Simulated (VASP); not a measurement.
NbSi: relaxation of cell and atoms with PBEsol

Crystal: NbSi.

```
Nb Si
1.0
     0.00000    2.57383    2.57383
     2.57383    0.00000    2.57383
     2.57383    2.57383    0.00000
Nb Si
1 1
Direct
  0.00000 0.00000 0.00000
  0.50000 0.50000 0.50000
```

- Program: VASP 6.6.1
- Task: relaxation of cell and atoms
- Functional: PBEsol
- Potentials or basis: VASP PAW PBE potentials, release 64 (Nb_sv, Si)
- Cutoff: 600 eV
- k mesh: 9 × 9 × 9
- Occupations: fermi-dirac, width 0.05 eV
- Spin: no spin polarisation
- Target pressure: 2 GPa
- Dipole correction: no
- Further INCAR settings: ALGO = Normal; EDIFF = 1e-06; IBRION = 2; EDIFFG = -0.01; NSW = 60; ISIF = 3

```yaml
Relaxed_volume: 16.36 Å³/atom
Relaxed_cell: a = 3.590 Å, b = 3.590 Å, c = 3.590 Å, α = 60.00°, β = 60.00°, γ = 60.00°
Space_group_after_relaxing_to_0.05_Å: Fm-3m (No. 225)
Energy_change_on_relaxing_the_enthalpy_is_what_falls: -5.6 meV/atom
Ionic_steps: 4
Pressure_after_relaxing: 2.0 GPa
```

Step by step:
```tsv
step	energy change (eV)	largest force (eV/Å)	pressure (GPa)	volume (Å³)
1	0.0000	0.0000	-4.46	34.10
2	0.0763	0.0000	13.28	30.82
3	-0.0115	0.0000	1.89	32.75
4	-0.0112	0.0000	2.03	32.72
```

Final structure:
```yaml
crystal:
  lattice:
    - [0.00000, 2.53860, 2.53860]
    - [2.53860, 0.00000, 2.53860]
    - [2.53860, 2.53860, 0.00000]
  atoms:
    - { symbol: Nb, position: [0.00000, 0.00000, 0.00000] }
    - { symbol: Si, position: [0.50000, 0.50000, 0.50000] }
```

Levels at points of the mesh, in eV from the Fermi level:
| k point | band 5 | band 6 | band 7 | band 8 | band 9 | band 10 | band 11 | band 12 |
| --- | --- | --- | --- | --- | --- | --- | --- | --- |
| (0.00, 0.00, 0.00) | -10.85 | -1.33 | -1.33 | -1.33 | -0.72 | -0.72 | 2.59 | 2.59 |

Run time: 2 min on 1 thread of Intel Xeon 8259CL, on a shared host, peak memory 0.19 GiB.

Caveat: the cell is relaxed towards a set pressure, so the enthalpy falls and the energy may rise; the PAW data sets were made with another functional, which shifts forces and pressure a little.
